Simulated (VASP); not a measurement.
# Al5H (F-43m) in VASP: notebook, part 2 of 2

VASP 6.6.1. Earlier steps stand in the parts before.

### Step 3. Single point, PBE

This run uses another cell than the first one, of 19.56 Å³/atom.

File INCAR:

```
PREC = Accurate ; ENCUT = 520
EDIFF = 1E-6 ; ISMEAR = 0
SIGMA = 0.1 ; LREAL = F
LASPH = T ; NELM = 100
ALGO = Normal ; ISIF = 2
LWAVE = F ; LCHARG = T
GGA = PE ; LELF = T
LVHAR = T ; NBANDS = 17
```

File KPOINTS:

```
regular mesh
0
Gamma
  4 4 4
```

File POSCAR:

```
Al5H
1.0
    0.0000000000      3.8861703542      3.8861703542
    3.8861703542      0.0000000000      3.8861703542
    3.8861703542      3.8861703542      0.0000000000
Al H
5 1
Direct
    0.8801634442      0.8801634442      0.8801634442
    0.8801634442      0.8801634442      0.3595096675
    0.8801634442      0.3595096675      0.8801634442
    0.3595096675      0.8801634442      0.8801634442
    0.5000000000      0.5000000000      0.5000000000
    0.7500000000      0.7500000000      0.7500000000
```

Potentials or basis: VASP PAW PBE potentials, release 64 (Al, H).

Run with:

```bash
> cat potpaw_PBE.64/Al/POTCAR potpaw_PBE.64/H/POTCAR > POTCAR
> mpirun -np 1 vasp_std > vasp.out
```

OUTCAR:

```text
PREC = Accurate
   ENCUT = 520
   EDIFF = 1E-6
   ISMEAR = 0
   LREAL = F
   LASPH = T
   NELM = 100
   ISIF = 2
   GGA = PE

 ion  position               nearest neighbor table
   1  0.880  0.880  0.880-   6 1.75   3 2.63   4 2.63   2 2.63   2 2.86   3 2.86   4 2.86   5 3.24
                             5 3.24   5 3.24
   2  0.880  0.880  0.360-   6 1.75   3 2.63   4 2.63   1 2.63   1 2.86   3 2.86   4 2.86   5 3.24
                             5 3.24   5 3.24
   3  0.880  0.360  0.880-   6 1.75   2 2.63   4 2.63   1 2.63   1 2.86   2 2.86   4 2.86   5 3.24
                             5 3.24   5 3.24
   4  0.360  0.880  0.880-   6 1.75   2 2.63   3 2.63   1 2.63   2 2.86   3 2.86   1 2.86   5 3.24
                             5 3.24   5 3.24
   5  0.500  0.500  0.500-   3 3.24   4 3.24   2 3.24   4 3.24   2 3.24   3 3.24   1 3.24   1 3.24
                             1 3.24   4 3.24   3 3.24   2 3.24
   6  0.750  0.750  0.750-   2 1.75   3 1.75   4 1.75   1 1.75

  LATTYP: Found a face centered cubic cell.
 ALAT       =     7.7723407084

  Lattice vectors:

 A1 = (   0.0000000000,   3.8861703542,   3.8861703542)
 A2 = (   3.8861703542,   0.0000000000,   3.8861703542)
 A3 = (   3.8861703542,   3.8861703542,   0.0000000000)

Analysis of symmetry for initial positions (statically):
=====================================================================
 Subroutine PRICEL returns:
 Original cell was already a primitive cell.

 Routine SETGRP: Setting up the symmetry group for a
 face centered cubic supercell.

 Subroutine GETGRP returns: Found 24 space group operations
 (whereof 24 operations were pure point group operations)
 out of a pool of 48 trial point group operations.

The static configuration has the point symmetry T_d .

Analysis of symmetry for dynamics (positions and initial velocities):
=====================================================================
 Subroutine PRICEL returns:
 Original cell was already a primitive cell.

 Routine SETGRP: Setting up the symmetry group for a
[... 122 lines left out ...]
   GGA     = PE    functional components
   LHFCALC =     F    Hartree Fock is set to
   AEXX    =    0.0000 exact exchange contribution
   IVDW    =     0    specifies the selected vdW correction
   LEPSILON=     F    determine dielectric tensor
   LRPA    =     F    only Hartree local field effects (RPA)
 non-spin polarized calculation
 Gauss-broadening in eV      SIGMA  =   0.10
  energy-cutoff  :      520.00
  volume of cell :      117.38
 maximum number of plane-waves:      3178
 NGX is ok and might be reduce to    42
   NGX = 21   NGY = 21   NGZ = 21

 number of electron      15.9999999 magnetization

 Free energy of the ion-electron system (eV)
  ---------------------------------------------------
  ext. energy  EPLUGINS =         0.00000000
  ---------------------------------------------------
  free energy    TOTEN  =       -18.88871338 eV

  energy without entropy =      -18.86114496  energy(sigma->0) =      -18.87492917

 E-fermi :   4.7290     XC(G=0):  -8.8043

 val. band max:        4.7275660481   @ k =   0.2500   0.2500   0.0000
 cond. band min:       4.7563468535   @ k =   0.2500   0.2500   0.0000
 fundamental gap:      0.0287808054
 Fermi energy:         4.7289526473

 k-point     1 :       0.0000    0.0000    0.0000
  band No.  band energies     occupation
      1      -6.2552      2.00000
      2      -1.9771      2.00000
      3       1.3544      2.00000
      4       2.3438      2.00000
      5       2.3438      2.00000
      6       2.3438      2.00000
[... 137 lines left out ...]
      4      -0.0312      2.00000
      5       1.9910      2.00000
      6       2.6020      2.00000
[... 9 lines left out ...]
     16       9.6115      0.00000
     17      10.5160      0.00000

------------------------ aborting loop because EDIFF is reached ----------------------------------------

  FORCE on cell =-STRESS in cart. coord.  units (eV):
  Direction    XX          YY          ZZ          XY          YZ          ZX
  --------------------------------------------------------------------------------------
  -------------------------------------------------------------------------------------
  Total       -0.0168099     -0.0168099     -0.0168099     -0.0000000      0.0000000     -0.0000000
  in kB       -0.2294462     -0.2294462     -0.2294462     -0.0000000      0.0000000     -0.0000000
  external PRESSURE =      -0.2294462 kB  Pullay stress =       0.0000000 kB

 VOLUME and BASIS-vectors are now :
 -----------------------------------------------------------------------------
  energy-cutoff  :      520.00
  volume of cell :      117.38
      direct lattice vectors                 reciprocal lattice vectors
     0.000000000  3.886170354  3.886170354    -0.128661370  0.128661370  0.128661370
     3.886170354  0.000000000  3.886170354     0.128661370 -0.128661370  0.128661370
     3.886170354  3.886170354  0.000000000     0.128661370  0.128661370 -0.128661370

 POSITION                                       TOTAL-FORCE (eV/Angst)
 -----------------------------------------------------------------------------------
      6.84093      6.84093      6.84093        -0.003297     -0.003297     -0.003297
      4.81758      4.81758      6.84093         0.003297      0.003297     -0.003297
      4.81758      6.84093      4.81758         0.003297     -0.003297      0.003297
      6.84093      4.81758      4.81758        -0.003297      0.003297      0.003297
      3.88617      3.88617      3.88617        -0.000000     -0.000000     -0.000000
      5.82926      5.82926      5.82926        -0.000000     -0.000000     -0.000000
 -----------------------------------------------------------------------------------
    total drift:                                0.000000      0.000000      0.000000

  FREE ENERGIE OF THE ION-ELECTRON SYSTEM (eV)
  ---------------------------------------------------
  free  energy   TOTEN  =       -18.8887133773 eV

  energy  without entropy=      -18.8611449565  energy(sigma->0) =      -18.87492917
```

It took 51 s on 1 thread of AMD EPYC 7R13, shared host; peak memory 0.21 GiB.

Results:

- Free energy: -18.8887 eV
- Pressure: 0.0 GPa
- Largest force: 0.006 eV/Å
- Band gap on the k mesh: zero (bands 8 and 9 overlap by 3.16 eV)

Forces in eV/Å, atoms in the order of the input:
```
Al  -0.003 -0.003 -0.003
Al   0.003  0.003 -0.003
Al   0.003 -0.003  0.003
Al  -0.003  0.003  0.003
Al   0.000  0.000  0.000
H    0.000  0.000  0.000
```

### Step 4. Single point, PBE

This run uses another cell than the first one, of 19.56 Å³/atom.

File INCAR:

```
  ALGO = Normal
  EDIFF = 1E-7
  ENCUT = 520
  GGA = PE
  ISIF = 2
  ISMEAR = 0
  LASPH = True
  LCHARG = True
  LELF = True
  LREAL = False
  LVHAR = True
  LWAVE = False
  NBANDS = 17
  NELM = 100
  PREC = Accurate
  SIGMA = 0.1
```

File KPOINTS:

```
k-points
0
Gamma
  8 8 8
```

File POSCAR:

```
Al5H
1.0
    0.0000000000      3.8861208720      3.8861208720
    3.8861208720      0.0000000000      3.8861208720
    3.8861208720      3.8861208720      0.0000000000
Al H
5 1
Direct
    0.1195205042      0.6414384874      0.1195205042
    0.1195205042      0.1195205042      0.1195205042
    0.6414384874      0.1195205042      0.1195205042
    0.1195205042      0.1195205042      0.6414384874
    0.5000000000      0.5000000000      0.5000000000
    0.2500000000      0.2500000000      0.2500000000
```

Run with:

```bash
> cat potpaw_PBE.64/Al/POTCAR potpaw_PBE.64/H/POTCAR > POTCAR
> mpirun -np 1 vasp_std > vasp.out
```

Wall time 2.4 min (1 thread of AMD EPYC 7R13, shared host); peak memory 0.23 GiB.

It converged, with:

| Item | Value |
| --- | --- |
| Free energy | -18.9069 eV |
| Pressure | 0.0 GPa |
| Band gap on the k mesh | zero (bands 8 and 9 overlap by 3.23 eV) |

Forces on the atoms (eV/Å):
```
Al   0.001 -0.001  0.001
Al  -0.001 -0.001 -0.001
Al  -0.001  0.001  0.001
Al   0.001  0.001 -0.001
Al   0.000  0.000  0.000
H    0.000  0.000  0.000
```

Levels at points of the mesh, in eV from the Fermi level:
| k point | band 5 | band 6 | band 7 | band 8 | band 9 | band 10 | band 11 | band 12 |
| --- | --- | --- | --- | --- | --- | --- | --- | --- |
| (0.00, 0.00, 0.00) | -2.40 | -2.40 | -2.15 | -2.15 | -2.15 | 0.30 | 0.30 | 1.65 |
| (0.50, 0.00, 0.00) | -3.25 | -1.95 | -1.95 | -1.14 | 0.05 | 1.64 | 1.64 | 2.90 |
| (0.50, 0.50, 0.00) | -4.39 | -3.55 | 0.97 | 1.02 | 1.69 | 1.69 | 2.07 | 3.04 |

### Step 5. Relaxation of cell and atoms, PBE

This run uses another cell than the first one, of 19.56 Å³/atom.

File INCAR:

```
SYSTEM = Al5H
  PREC = Accurate
  ENCUT = 600
  EDIFF = 1E-7
  ISMEAR = 0
  SIGMA = 0.1
  LREAL = .FALSE.
  LASPH = .TRUE.
  NELM = 100
  ALGO = Normal
  ISIF = 3
  LWAVE = .FALSE.
  LCHARG = .FALSE.
  GGA = PE
  IBRION = 2
  NSW = 100
  EDIFFG = -0.01
```

File KPOINTS:

```
Automatic mesh
0
G
  8 8 8
  0 0 0
```

File POSCAR:

```
Al5H
1.0
    0.0000000000      3.8861703542      3.8861703542
    3.8861703542      0.0000000000      3.8861703542
    3.8861703542      3.8861703542      0.0000000000
Al H
5 1
Direct
    0.1198365558      0.6404903325      0.1198365558
    0.1198365558      0.1198365558      0.1198365558
    0.6404903325      0.1198365558      0.1198365558
    0.1198365558      0.1198365558      0.6404903325
    0.5000000000      0.5000000000      0.5000000000
    0.2500000000      0.2500000000      0.2500000000
```

Run with:

```bash
> cat potpaw_PBE.64/Al/POTCAR potpaw_PBE.64/H/POTCAR > POTCAR
> mpirun -np 1 vasp_std > vasp.out
```

Wall time 3.5 min (1 thread of AMD EPYC 7R13, shared host); peak memory 0.31 GiB.

The run converged. Its results:

- Free energy: -18.9076 eV
- Relaxed volume: 19.55 Å³/atom
- Relaxed cell: a = 5.495 Å, b = 5.495 Å, c = 5.495 Å, α = 60.00°, β = 60.00°, γ = 60.00°
- Space group after relaxing (to 0.1 Å): F-43m (No. 216)
- Energy gained by relaxing: 0.1 meV/atom
- Ionic steps: 2
- Pressure after relaxing: 0.0 GPa
- Largest force after relaxing: 0.003 eV/Å
- Band gap on the k mesh: zero (bands 8 and 9 overlap by 3.23 eV)

Forces on the atoms (eV/Å):
```
Al  -0.002  0.002 -0.002
Al   0.002  0.002  0.002
Al   0.002 -0.002 -0.002
Al  -0.002 -0.002  0.002
Al   0.000  0.000  0.000
H    0.000  0.000  0.000
```

The path:
```csv
step,energy change (eV),largest force (eV/Å),pressure (GPa),volume (Å³)
1,0.0000,0.0927,-0.03,117.38
2,-0.0008,0.0031,0.01,117.31
```

Final structure:
```
CELL_PARAMETERS angstrom
0.00000 3.88540 3.88540
3.88540 0.00000 3.88540
3.88540 3.88540 0.00000
ATOMIC_POSITIONS crystal
Al 0.11950 0.64149 0.11950
Al 0.11950 0.11950 0.11950
Al 0.64149 0.11950 0.11950
Al 0.11950 0.11950 0.64149
Al 0.50000 0.50000 0.50000
H 0.25000 0.25000 0.25000
```

Levels at points of the mesh, in eV from the Fermi level:
```csv
k point,band 6,band 7,band 8,band 9,band 10,band 11
"(0.00, 0.00, 0.00)",-2.40,-2.15,-2.15,-2.15,0.30,0.30
"(0.50, 0.00, 0.00)",-1.95,-1.95,-1.14,0.05,1.65,1.65
"(0.50, 0.50, 0.00)",-3.55,0.97,1.03,1.69,1.69,2.07
```

### Step 6. The runs side by side

| task | cell | k mesh | cutoff (eV) | gap on the mesh (eV) | pressure (GPa) | largest force (eV/Å) |
| --- | --- | --- | --- | --- | --- | --- |
| single point | a = 4.876 Å, angles 60.0°, 6 atoms, atomic positions A | 4 × 4 × 4 | 520 | none | 96.8 | 33.83 |
| single point | a = 5.496 Å, angles 60.0°, 6 atoms, atomic positions B | 4 × 4 × 4 | 520 | none | 0.0 | 0.01 |
| single point | a = 5.496 Å, angles 60.0°, 6 atoms, atomic positions C | 8 × 8 × 8 | 520 | none | 0.0 | - |
| relaxation of cell and atoms | relaxed from a = 5.496 Å, angles 60.0°, 6 atoms, atomic positions B | 8 × 8 × 8 | 600 | none | 0.0 | - |

Alike in all rows: level PBE; potentials or basis VASP PAW PBE potentials, release 64 (Al, H); no spin polarisation; smearing gaussian 0.1 eV.

Caveats: some runs use coarse meshes; forces of over 1 eV/Å act on the atoms, so gaps and moduli don't describe the material at rest (at least some runs).

Absolute energies hang on the potentials; compare differences alone.

The gap in the log of VASP goes by the Fermi energy; the results here count the filled bands.